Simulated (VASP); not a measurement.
BP: single point with LDA

Crystal: BP.

```
CELL_PARAMETERS angstrom
0.00000 2.24583 2.24583
2.24583 0.00000 2.24583
2.24583 2.24583 0.00000
ATOMIC_POSITIONS crystal
B 0.00000 0.00000 0.00000
P 0.25000 0.25000 0.25000
```

```json
{
  "Program": "VASP 6.6.1",
  "Task": "single point",
  "Functional": "LDA",
  "Potentials or basis": "VASP PAW LDA potentials, release 64 (B, P)",
  "Cutoff": "500 eV",
  "k mesh": "6 × 6 × 6",
  "Occupations": "gaussian, width 0.01 eV",
  "Spin": "no spin polarisation",
  "Dipole correction": "no",
  "Further INCAR settings": "ALGO = Normal; EDIFF = 1e-06; NBANDS = 11"
}
```

```yaml
Pressure: -0.1 GPa
Band_gap_on_the_k_mesh: 1.24 eV, indirect (least direct gap 3.42 eV)
```

Levels at points of the mesh, in eV from the valence-band top:
```csv
k point,band 2,band 3,band 4,band 5,band 6,band 7
"(0.00, 0.00, 0.00)",0.00,0.00,0.00,3.42,3.42,3.42
"(0.50, 0.00, 0.00)",-9.23,-1.79,-1.79,3.97,4.70,4.70
"(0.50, 0.50, 0.00)",-8.64,-4.22,-4.22,1.24,1.52,12.29
```

Run time: 5.6 s on 1 thread of Intel Xeon 6975P-C, on a shared host, peak memory 0.12 GiB.

A k mesh can miss the band edges. LDA gaps usually lie below the measured ones, often by a third to a half.
